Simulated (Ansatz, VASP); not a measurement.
## One calculation of HC12, two programs

INCAR

```
ALGO = Normal ; DIPOL = 0.5 0.5 0.302
EDIFF = 1E-7 ; ENCUT = 520
GGA = CA ; IDIPOL = 3
ISIF = 2 ; ISMEAR = 0
LASPH = T ; LCHARG = F
LDIPOL = T ; LREAL = Auto
LWAVE = F ; NBANDS = 68
NELM = 80 ; PREC = Accurate
SIGMA = 0.05
```

KPOINTS

```
k-points
0
Gamma
  6 4 1
```

Contents of POSCAR:

```
HC12
1.0
    4.8892663280      0.0000000000      0.0000000000
   -2.4446331640      6.7739291692      0.0000000000
    0.0000000000      0.0000000000     22.7684096771
C H
24 2
Direct
    0.4020794403      0.3041588806      0.1756820110
    0.4020794403      0.8041588805      0.1756820110
    0.9020794403      0.3041588806      0.1756820110
    0.9020794403      0.8041588805      0.1756820110
    0.1630408159      0.3260816317      0.2059829668
    0.1630408159      0.8260816317      0.2059829668
    0.6630408159      0.3260816317      0.2059829668
    0.6630408159      0.8260816317      0.2059829668
    0.1846395683      0.3692791367      0.2666259491
    0.1846395683      0.8692791367      0.2666259491
    0.6846395683      0.3692791367      0.2666259491
    0.6846395683      0.8692791367      0.2666259491
    0.4461625696      0.3923265051      0.2960492075
    0.4461625696      0.8923265051      0.2960492075
    0.9461625696      0.3923265051      0.2960492075
    0.9461625696      0.8923265051      0.2960492075
    0.4715644646      0.4431294558      0.3591099590
    0.4715644646      0.9431294558      0.3591099590
    0.9715644646      0.4431294558      0.3591099590
    0.9715644646      0.9431294558      0.3591099590
    0.2327030006      0.4654044969      0.3851129614
    0.2327030006      0.9654044969      0.3851129614
    0.7327030006      0.4654044969      0.3851129614
    0.7327030006      0.9654044969      0.3851129614
    0.2327030006      0.8834082800      0.5432267713
    0.2327030006      1.0474007138      0.5432267713
```

Input for Ansatz:

```yaml
crystal:
  lattice:
    - [4.889266328, 0.0, 0.0]
    - [-2.444633164, 6.7739291692, 0.0]
    - [0.0, 0.0, 22.7684096771]
  atoms:
    - { symbol: C, position: [0.4020794403, 0.3041588806, 0.175682011] }
    - { symbol: C, position: [0.4020794403, 0.8041588805, 0.175682011] }
    - { symbol: C, position: [0.9020794403, 0.3041588806, 0.175682011] }
    - { symbol: C, position: [0.9020794403, 0.8041588805, 0.175682011] }
    - { symbol: C, position: [0.1630408159, 0.3260816317, 0.2059829668] }
    - { symbol: C, position: [0.1630408159, 0.8260816317, 0.2059829668] }
    - { symbol: C, position: [0.6630408159, 0.3260816317, 0.2059829668] }
    - { symbol: C, position: [0.6630408159, 0.8260816317, 0.2059829668] }
    - { symbol: C, position: [0.1846395683, 0.3692791367, 0.2666259491] }
    - { symbol: C, position: [0.1846395683, 0.8692791367, 0.2666259491] }
    - { symbol: C, position: [0.6846395683, 0.3692791367, 0.2666259491] }
    - { symbol: C, position: [0.6846395683, 0.8692791367, 0.2666259491] }
    - { symbol: C, position: [0.4461625696, 0.3923265051, 0.2960492075] }
    - { symbol: C, position: [0.4461625696, 0.8923265051, 0.2960492075] }
    - { symbol: C, position: [0.9461625696, 0.3923265051, 0.2960492075] }
    - { symbol: C, position: [0.9461625696, 0.8923265051, 0.2960492075] }
    - { symbol: C, position: [0.4715644646, 0.4431294558, 0.359109959] }
    - { symbol: C, position: [0.4715644646, 0.9431294558, 0.359109959] }
    - { symbol: C, position: [0.9715644646, 0.4431294558, 0.359109959] }
    - { symbol: C, position: [0.9715644646, 0.9431294558, 0.359109959] }
    - { symbol: C, position: [0.2327030006, 0.4654044969, 0.3851129614] }
    - { symbol: C, position: [0.2327030006, 0.9654044969, 0.3851129614] }
    - { symbol: C, position: [0.7327030006, 0.4654044969, 0.3851129614] }
    - { symbol: C, position: [0.7327030006, 0.9654044969, 0.3851129614] }
    - { symbol: H, position: [0.2327030006, 0.88340828, 0.5432267713] }
    - { symbol: H, position: [0.2327030006, 1.0474007138, 0.5432267713] }
basis:
  ecutwfc: 420
kpoints:
  mp_grid: { grid: [6, 4, 1] }
hamiltonian:
  xc: lda
  pseudopotentials: { kind: paw, azcp: { folder: soft_1 } }
scf:
  occupations: { method: gaussian, width: 0.05 }
output:
  forces: true
  eigenvalues: true
efield:
  axis: 3
  dipole_correction: true
  ramp_width: 0.04
```

Alike in both runs: task single point; functional LDA; k mesh 6 × 4 × 1; occupations gaussian, width 0.05 eV; no spin polarisation.

|  | VASP | Ansatz |
| --- | --- | --- |
| version | VASP 6.6.1 | Ansatz 0.2.0 |
| potentials or method | VASP PAW LDA potentials, release 64 (C, H), cutoff 520 eV | scalar-relativistic, plane waves, PAW |
| valence electrons in the cell | 98 | 98 |

Ansatz gave:

| Item | Value |
| --- | --- |
| gap on the k mesh at the Fermi level (eV) | none |
| rms of the force components (eV/Å) | 1.209 |

Task: What did VASP give for the same quantities?

Result: gap on the k mesh at the Fermi level (eV): none; rms of the force components (eV/Å): 1.205.

Ansatz warns that its potentials were made for another functional, while VASP's fit it. LDA's correlation is that of Perdew and Zunger in VASP and of Perdew and Wang (1992) in Ansatz. Atom by atom the forces differ by 0.022 eV/Å (rms over components). A gap of «none» marks a metal or a gap that the smearing closes.
